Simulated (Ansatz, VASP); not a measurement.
**Two plane-wave programs on Si2C**

```
Si C
1.0
     2.59376    0.00000    0.00000
    -1.29688    2.24626    0.00000
     0.00000    0.00000    6.29299
Si C
2 1
Direct
  0.00000 0.00000 0.29557
  0.00000 0.00000 0.70443
  0.00000 0.00000 0.00000
```

Alike in both runs: task single point; functional PBE; k mesh 6 × 6 × 4; occupations gaussian, width 0.1 eV; collinear spin.

|  | VASP | Ansatz |
| --- | --- | --- |
| version | VASP 6.6.1 | Ansatz 0.2.0 |
| potentials or method | VASP PAW PBE potentials, release 64 (Si, C), cutoff 520 eV | scalar-relativistic, plane waves, PAW |
| valence electrons in the cell | 12 | 12 |

```tsv
	VASP	Ansatz	Ansatz less VASP
gap on the k mesh at the Fermi level (eV)	none	none	-
pressure (GPa)	-0.1	-0.1	+0.05
rms of the force components (eV/Å)	0.004	0.002	-0.0018
net moment per atom (μB)	0.00	0.00	0.000
```

Atom by atom the forces differ by 0.002 eV/Å (rms over components). A gap of «none» marks a metal or a gap that the smearing closes. Ansatz's warnings: seeded moment not kept.

The k mesh is coarse, so the values compare programs but aren't converged.
